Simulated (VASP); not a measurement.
# Cs2KYF6 in VASP: further runs

The runs below take Cs2KYF6 through single point, with PBE.

Program: VASP 6.6.1. These are calculated values, not measurements. Logs are shortened: lines on timing, memory, paths and dates and some standing lists are left out, and cuts for length are marked.

## Step 1: The cell of the first run

The cell holds an amorphous packing of atoms, 10 atoms: a = 5.432 Å, b = 6.874 Å, c = 6.503 Å, α = 93.89°, β = 89.88°, γ = 81.67°.

## Step 2: Single point, PBE

Input file INCAR:

```
SYSTEM = Cs2KYF6
PREC = Accurate
ENCUT = 520
EDIFF = 1E-6
ISMEAR = -1
SIGMA = 0.05
LREAL = .FALSE.
LASPH = .TRUE.
NELM = 80
ALGO = Normal
ISIF = 2
LWAVE = .FALSE.
LCHARG = .FALSE.
GGA = PE
NBANDS = 51
```

Input file KPOINTS:

```
Automatic mesh
0
G
  3 2 3
  0 0 0
```

Input file POSCAR:

```
Cs2KYF6
1.0
    5.3317820000      1.0040590000      0.2622970000
   -0.2766130000      6.8680010000     -0.0477610000
   -0.2285470000     -0.4060790000      6.4859610000
F K Y Cs
6 1 1 2
Direct
    0.0280127855      0.0714584751      0.5067348167
    0.6089895477      0.2217072455      0.1686716630
    0.0921517221      0.3921967398      0.6053510942
    0.8540923796      0.9325016142      0.0462894150
    0.8184579979      0.4192317754      0.8286377071
    0.5032900777      0.5534097404      0.3758642590
    0.5316785055      0.7169057740      0.0438046821
    0.1045057146      0.7229841533      0.6079575426
    0.5339935582      0.1074544403      0.6682868157
    0.1227174760      0.3350361735      0.1760183629
```

Potentials or basis: VASP PAW PBE potentials, release 64 (F, K_sv, Y_sv, Cs_sv).

Launch:

```bash
$ cat potpaw_PBE.64/F/POTCAR potpaw_PBE.64/K_sv/POTCAR potpaw_PBE.64/Y_sv/POTCAR potpaw_PBE.64/Cs_sv/POTCAR > POTCAR
$ mpirun -np 1 vasp_std > vasp.out
```

OUTCAR:

```text
SYSTEM = Cs2KYF6
   PREC = Accurate
   ENCUT = 520
   EDIFF = 1E-6
   ISMEAR = -1
   LREAL = .FALSE.
   LASPH = .TRUE.
   NELM = 80
   ISIF = 2
   GGA = PE

 ion  position               nearest neighbor table
   1  0.028  0.071  0.507-   8 2.50
   2  0.609  0.222  0.169-
   3  0.092  0.392  0.605-   8 2.28
   4  0.854  0.933  0.046-   7 2.45
   5  0.818  0.419  0.829-   7 2.69
   6  0.503  0.553  0.376-   7 2.52   8 2.71
   7  0.532  0.717  0.044-   4 2.45   6 2.52   5 2.69   8 3.67
   8  0.105  0.723  0.608-   3 2.28   1 2.50   6 2.71   7 3.67  10 3.73
   9  0.534  0.107  0.668-
  10  0.123  0.335  0.176-   8 3.73

  LATTYP: Found a triclinic cell.
 ALAT       =     8.1201013675
 B/A-ratio  =     0.6689368691
 C/A-ratio  =     0.8008124433
 COS(alpha) =     0.0021221666
 COS(beta)  =     0.0589076553
 COS(gamma) =     0.5463145185

  Lattice vectors:

 A1 = (   5.6083950000,  -5.8639420000,   0.3100580000)
 A2 = (   5.3317820000,   1.0040590000,   0.2622970000)
 A3 = (  -0.2285470000,  -0.4060790000,   6.4859610000)

Analysis of symmetry for initial positions (statically):
=====================================================================
 Subroutine PRICEL returns:
 Original cell was already a primitive cell.

 Routine SETGRP: Setting up the symmetry group for a
 triclinic supercell.

 Subroutine GETGRP returns: Found  1 space group operations
 (whereof  1 operations were pure point group operations)
 out of a pool of  2 trial point group operations.

The static configuration has the point symmetry C_1 .

Analysis of symmetry for dynamics (positions and initial velocities):
=====================================================================
 Subroutine PRICEL returns:
 Original cell was already a primitive cell.

 Routine SETGRP: Setting up the symmetry group for a
 triclinic supercell.

 Subroutine GETGRP returns: Found  1 space group operations
 (whereof  1 operations were pure point group operations)
 out of a pool of  2 trial point group operations.

[... 99 lines left out ...]
   ENCUT  =  520.0 eV  38.22 Ry    6.18 a.u.  10.10 12.78 12.09*2*pi/ulx,y,z
   NELM   =     80;   NELMIN=  2; NELMDL= -5     # of ELM steps
   EDIFF  = 0.1E-05   stopping-criterion for ELM
   LREAL  =      F    real-space projection
   EDIFFG = 0.1E-04   stopping-criterion for IOM
   NSW    =      0    number of steps for IOM
   IBRION =     -1    ionic relax: 0-MD 1-quasi-New 2-CG
   NFREE  =      0    steps in history (QN), initial steepest desc. (CG)
   ISIF   =      2    stress and relaxation
   ISYM   =      2    0-nonsym 1-usesym 2-fastsym
   POTIM  = 0.5000    time-step for ionic-motion
   TEBEG  =    0.0;   TEEND  =   0.0 temperature during run
   PSTRESS=    0.0 pullay stress
   NELECT =      80.0000    total number of electrons
   NUPDOWN=      -1.0000    fix difference up-down
   EMIN   =  10.00;   EMAX   =-10.00  energy-range for DOS
   EFERMI =   0.00;   METHOD = LEGACY
   ISMEAR =    -1;   SIGMA  =   0.05  broadening in eV -4-tet -1-fermi 0-gaus
   EFERMI_NEDOS =   21; number of points for ismear=-14 and -15
   IALGO  =     38    algorithm
   IMIX   =      4    mixing-type and parameters
     AMIX     =   0.40;   BMIX     =  1.00
     AMIX_MAG =   1.60;   BMIX_MAG =  1.00
  volume/ion in A,a.u.               =      23.97       161.73
  Fermi-wavevector in a.u.,A,eV,Ry     =   1.135641  2.146051 17.547177  1.289681
  Thomas-Fermi vector in A             =   2.272346
   LORBIT       =      0    0 simple, 1 ext, 2 COOP (PROOUT), +10 PAW based schemes
   GGA     = PE    functional components
   LHFCALC =     F    Hartree Fock is set to
   AEXX    =    0.0000 exact exchange contribution
   IVDW    =     0    specifies the selected vdW correction
   LEPSILON=     F    determine dielectric tensor
   LRPA    =     F    only Hartree local field effects (RPA)
 non-spin polarized calculation
  energy-cutoff  :      520.00
  volume of cell :      239.66
 maximum number of plane-waves:      6473
   NGX = 21   NGY = 25   NGZ = 25

 number of electron      80.0000024 magnetization

 Free energy of the ion-electron system (eV)
  ---------------------------------------------------
  ext. energy  EPLUGINS =         0.00000000
  ---------------------------------------------------
  free energy    TOTEN  =       -41.38870983 eV

  energy without entropy =      -41.36831648  energy(sigma->0) =      -41.37851316

 E-fermi :   0.1031     XC(G=0):  -8.0288

 val. band max:       -0.0451110899   @ k =   0.0000   0.0000   0.0000
 cond. band min:       0.1206741026   @ k =   0.0000   0.0000   0.0000
 fundamental gap:      0.1657851926
 Fermi energy:         0.1030862283

 k-point     1 :       0.0000    0.0000    0.0000
  band No.  band energies     occupation
      1     -45.2244      2.00000
      2     -29.4680      2.00000
      3     -25.3213      2.00000
      4     -25.0921      2.00000
      5     -24.9524      2.00000
      6     -22.0134      2.00000
[... 529 lines left out ...]
     50       5.8814      0.00000
     51       6.1940      0.00000

------------------------ aborting loop because EDIFF is reached ----------------------------------------

  FORCE on cell =-STRESS in cart. coord.  units (eV):
  Direction    XX          YY          ZZ          XY          YZ          ZX
  --------------------------------------------------------------------------------------
  -------------------------------------------------------------------------------------
  Total        0.2285973    -12.2766292      1.4242475      1.1618551      1.9067170     -0.3195288
  in kB        1.5282370    -82.0727050      9.5214938      7.7673269     12.7469374     -2.1361397
  external PRESSURE =     -23.6743247 kB  Pullay stress =       0.0000000 kB

 VOLUME and BASIS-vectors are now :
 -----------------------------------------------------------------------------
  energy-cutoff  :      520.00
  volume of cell :      239.66
      direct lattice vectors                 reciprocal lattice vectors
     5.331782000  1.004059000  0.262297000     0.185790960  0.007531652  0.007018299
    -0.276613000  6.868001000 -0.047761000    -0.027617753  0.144546619  0.008076736
    -0.228547000 -0.406079000  6.485961000    -0.007716892  0.000759820  0.153954807

 POSITION                                       TOTAL-FORCE (eV/Angst)
 -----------------------------------------------------------------------------------
      0.01378      0.31313      3.29060         0.741601     -3.773219      0.581938
      3.14712      2.06565      1.24314        -0.507406     -0.175189      0.042205
      0.24449      2.54031      3.93172         2.209193      4.194555     -1.250209
      4.28531      7.24318      0.47972         1.580506     -1.318555     -1.439808
      4.05849      3.36457      5.56917        -2.380950      1.104138      1.389822
      2.44445      4.15352      2.54342        -1.699446      1.839939      1.572293
      2.62648      5.43976      0.38933         0.410029     -0.329050      0.413281
      0.21827      4.82351      3.93607         0.070587     -2.047090     -0.953189
      2.66468      1.00278      4.46942         0.351058      1.141282      0.120127
      0.52140      2.35277      1.15784        -0.775172     -0.636811     -0.476459
 -----------------------------------------------------------------------------------
    total drift:                                0.002048      0.001855      0.000040

  FREE ENERGIE OF THE ION-ELECTRON SYSTEM (eV)
  ---------------------------------------------------
  free  energy   TOTEN  =       -41.3887098298 eV

  energy  without entropy=      -41.3683164819  energy(sigma->0) =      -41.37851316
```

OSZICAR:

```text
N       E                     dE             d eps       ncg     rms          rms(c)
DAV:   1     0.640942208361E+03    0.64094E+03   -0.39936E+04  1020   0.144E+03
DAV:   2    -0.474321059108E+00   -0.64142E+03   -0.61541E+03  1264   0.355E+02
DAV:   3    -0.539921542885E+02   -0.53518E+02   -0.53175E+02  1296   0.103E+02
[... 17 lines left out ...]
DAV:  21    -0.413890220336E+02    0.36072E-03   -0.13547E-04  1320   0.543E-02    0.140E-01
DAV:  22    -0.413887392285E+02    0.28281E-03   -0.26122E-04  1285   0.809E-02    0.413E-02
DAV:  23    -0.413887130746E+02    0.26154E-04   -0.72148E-05  1392   0.413E-02    0.260E-02
DAV:  24    -0.413887093388E+02    0.37358E-05   -0.10451E-05  1336   0.153E-02    0.120E-02
DAV:  25    -0.413887098298E+02   -0.49102E-06   -0.19359E-06   834   0.692E-03
   1 F= -.41388710E+02 E0= -.41378513E+02  d E =-.203933E-01
```

Wall time 5.7 min (1 thread of Oxide Virtual Turin-like, shared host); peak memory 0.35 GiB.

What came out:

```yaml
Free_energy: -41.3887 eV
Pressure: -2.4 GPa
Largest_force: 4.903 eV/Å
Band_gap_on_the_k_mesh: 0.17 eV, direct
```

Forces on the atoms (eV/Å):
```
F    0.742 -3.773  0.582
F   -0.507 -0.175  0.042
F    2.209  4.195 -1.250
F    1.581 -1.319 -1.440
F   -2.381  1.104  1.390
F   -1.699  1.840  1.572
K    0.410 -0.329  0.413
Y    0.071 -2.047 -0.953
Cs   0.351  1.141  0.120
Cs  -0.775 -0.637 -0.476
```

Caveat: the k points lie up to 0.46 Å⁻¹ apart; spin-orbit coupling is left out, which moves the levels of the heavy elements.

## Step 3: Single point, PBE

This run uses another cell than the first one, of 24.11 Å³/atom, 1.006 times its volume.

Input file INCAR:

```
PREC     = Accurate       # precision mode
ENCUT    = 520            # plane-wave cutoff, eV
EDIFF    = 1E-7           # SCF threshold, eV
ISMEAR   = -1             # smearing method
SIGMA    = 0.05           # smearing width, eV
LREAL    = False          # projectors in reciprocal space
LASPH    = True           # aspherical terms in the spheres
NELM     = 100            # most SCF steps
ALGO     = Normal         # electronic algorithm
ISIF     = 2              # what is computed and relaxed
LWAVE    = False          # write WAVECAR
LCHARG   = True           # write CHGCAR
GGA      = PE             # functional
LELF     = True           # ELF
LVHAR    = True         
NBANDS   = 51             # bands
```

Input file KPOINTS:

```
regular mesh
0
Gamma
  3 2 3
```

Input file POSCAR:

```
Cs2KYF6
1.0
    5.3421690000      1.0060140000      0.2628080000
   -0.2771520000      6.8813800000     -0.0478540000
   -0.2289930000     -0.4068700000      6.4985950000
F K Y Cs
6 1 1 2
Direct
    0.0175740917      0.0246761657      0.4989354224
    0.5744566567      0.2537333062      0.1948306286
    0.1534758456      0.4384126265      0.5747947238
    0.8931941639      0.8742568888      0.0227043103
    0.7857429930      0.4340975671      0.8637986766
    0.4795973234      0.5959016179      0.3897832166
    0.5237496389      0.7340209222      0.0555026497
    0.0909190740      0.7205874131      0.6039783569
    0.5373476025      0.1029085317      0.6705899254
    0.1278518784      0.3359957018      0.1668761081
```

Potentials or basis: VASP PAW PBE potentials, release 64 (F, K_sv, Y_sv, Cs_sv).

Launch:

```bash
$ cat potpaw_PBE.64/F/POTCAR potpaw_PBE.64/K_sv/POTCAR potpaw_PBE.64/Y_sv/POTCAR potpaw_PBE.64/Cs_sv/POTCAR > POTCAR
$ mpirun -np 1 vasp_std > vasp.out
```

Wall time 3.9 min (1 thread of Oxide Virtual Turin-like, shared host); peak memory 0.35 GiB.

It converged, with:

* Free energy: -44.9897 eV
* Pressure: -0.4 GPa
* Largest force: 2.828 eV/Å
* Band gap on the k mesh: 0.46 eV, indirect (the least direct gap lies 4.0 meV higher)

Forces in eV/Å, atoms in the order of the input:
```
F    0.696 -1.869  0.525
F    0.898 -0.909  0.067
F   -0.003 -1.150  0.548
F    1.483 -0.314 -1.585
F   -0.397  0.919 -0.826
F   -1.419  1.868  1.579
K    0.035 -0.420  0.319
Y    0.085  1.224 -0.047
Cs   0.106  1.208  0.076
Cs  -1.485 -0.556 -0.657
```

Stress tensor (GPa, compression positive):
```
 0.02  0.01  1.45
 0.01 -0.45  0.77
 1.45  0.77 -0.68
```

Levels at points of the mesh, in eV from the valence-band top:
```
           k point  band 37  band 38  band 39  band 40  band 41  band 42  band 43  band 44
(0.00, 0.00, 0.00)    -1.54    -0.67    -0.59     0.00     0.46     1.47     2.31     2.35
(0.00, 0.50, 0.00)    -1.52    -0.69    -0.59     0.00     0.66     1.45     2.27     2.46
```

Caveat: the k points lie up to 0.46 Å⁻¹ apart; spin-orbit coupling is left out, which moves the levels of the heavy elements.

## Step 4: Single point, PBE

This run uses another cell than the first one, of 24.50 Å³/atom, 1.022 times its volume.

Input file INCAR:

```
ALGO     = Normal         # electronic algorithm
EDIFF    = 1E-6           # SCF threshold, eV
ENCUT    = 520            # plane-wave cutoff, eV
GGA      = PE             # functional
ISIF     = 2              # what is computed and relaxed
ISMEAR   = -1             # smearing method
LASPH    = T              # aspherical terms in the spheres
LCHARG   = F              # write CHGCAR
LREAL    = F              # projectors in reciprocal space
LWAVE    = F              # write WAVECAR
NBANDS   = 51             # bands
NELM     = 60             # most SCF steps
PREC     = Accurate       # precision mode
SIGMA    = 0.05           # smearing width, eV
```

Input file KPOINTS:

```
k-points
0
Gamma
  3 2 3
```

Input file POSCAR:

```
Cs2KYF6
1.0
    5.3708170000      1.0114090000      0.2642170000
   -0.2786380000      6.9182830000     -0.0481110000
   -0.2302210000     -0.4090520000      6.5334460000
F K Y Cs
6 1 1 2
Direct
    0.0142894304     -0.0308703202      0.4938757109
    0.5536016179      0.2706603425      0.2161693509
    0.2187735680      0.4653384208      0.5480292025
    0.9430266825      0.8198073078     -0.0161528742
    0.7468335836      0.4533483529      0.8985297979
    0.4574708226      0.6469290738      0.4207350664
    0.5140561215      0.7579759618      0.0664468054
    0.0761441818      0.7207394209      0.5954846657
    0.5448043636      0.0977277878      0.6731308726
    0.1323530094      0.3350703402      0.1572769797
```

Launch:

```bash
$ cat potpaw_PBE.64/F/POTCAR potpaw_PBE.64/K_sv/POTCAR potpaw_PBE.64/Y_sv/POTCAR potpaw_PBE.64/Cs_sv/POTCAR > POTCAR
$ mpirun -np 1 vasp_std > vasp.out
```

It took 3.8 min on 1 thread of Oxide Virtual Turin-like, shared host; peak memory 0.38 GiB.

The run converged. Its results:

```
Free energy            : -45.2810 eV
Pressure               : 4.7 GPa
Largest force          : 5.775 eV/Å
Band gap on the k mesh : 1.45 eV, indirect (the least direct gap lies 1.3 meV higher)
```

Forces in eV/Å, atoms in the order of the input:
```
F   -0.503  4.037 -1.972
F    1.909 -1.032  0.551
F    0.763 -5.703  0.491
F    1.135  0.226 -1.666
F   -0.174  0.343 -1.188
F   -0.007  2.659  0.451
K    0.145 -0.350  0.356
Y   -0.895 -1.105  3.832
Cs  -0.193  1.317 -0.010
Cs  -2.179 -0.393 -0.846
```

Stress tensor (GPa, compression positive):
```
 3.11 -2.99  1.14
-2.99 10.79 -1.57
 1.14 -1.57  0.19
```

Levels at points of the mesh, in eV from the valence-band top:
| k point | band 38 | band 39 | band 40 | band 41 | band 42 | band 43 |
| --- | --- | --- | --- | --- | --- | --- |
| (0.00, 0.00, 0.00) | -0.91 | -0.66 | 0.00 | 1.45 | 3.02 | 3.50 |
| (0.00, 0.50, 0.00) | -0.92 | -0.66 | 0.00 | 1.72 | 3.02 | 3.66 |

Caveat: the k points lie up to 0.46 Å⁻¹ apart; spin-orbit coupling is left out, which moves the levels of the heavy elements.

## Step 5: The runs side by side

```csv
cell,gap on the mesh (eV),pressure (GPa),largest force (eV/Å)
"a = 5.432, b = 6.874, c = 6.503 Å, angles 93.9, 89.9, 81.7°, 10 atoms",0.17,-2.4,4.90
"a = 5.442, b = 6.887, c = 6.515 Å, angles 93.9, 89.9, 81.7°, 10 atoms",0.46,-0.4,2.83
"a = 5.472, b = 6.924, c = 6.550 Å, angles 93.9, 89.9, 81.7°, 10 atoms",1.45,4.7,5.78
```

Alike in all rows: task single point; level PBE; potentials or basis VASP PAW PBE potentials, release 64 (F, K_sv, Y_sv, Cs_sv); no spin polarisation; k mesh 3 × 2 × 3; cutoff (eV) 520; smearing fermi-dirac 0.05 eV.

Caveats: all runs use coarse meshes; spin-orbit coupling is left out, which moves the levels of the heavy elements.

Total energies depend on the potentials used, so only differences within one code and one set of settings carry meaning.
